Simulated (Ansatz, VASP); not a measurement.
# Two plane-wave programs on GaN

```
Ga N
1.0
     0.00000    2.27424    2.20601
     2.27424    0.00000    2.20601
     2.27424    2.27424    0.00000
Ga N
1 1
Direct
  0.00000 0.00000 0.00000
  0.75000 0.75000 0.75000
```

Change from the starting cell: strain -0.0300 x Voigt [0, 0, 1, 0, 0, 0], atoms carried along.

Alike in both runs: task single point; functional PBE; k mesh 10 × 10 × 10; occupations gaussian, width 0.05 eV; no spin polarisation.

```csv
,VASP,Ansatz
version,VASP 6.6.1,Ansatz 0.2.0
potentials or method,"VASP PAW PBE potentials, release 64 (Ga_d, N), cutoff 520 eV","scalar-relativistic, plane waves, PAW"
valence electrons in the cell,18,18
```

|  | VASP | Ansatz | Ansatz less VASP |
| --- | --- | --- | --- |
| gap on the k mesh at the Fermi level (eV) | 1.65 | 1.64 | -0.008 |
| least direct gap on the mesh (eV) | 1.65 | 1.64 | -0.008 |
| pressure (GPa) | 5.6 | 5.5 | -0.03 |
| traceless stress, the component that is largest in VASP (GPa) | 2.27 | 2.26 | -0.007 |

With one functional, cell and mesh, what is left measures potentials, basis and numerics.
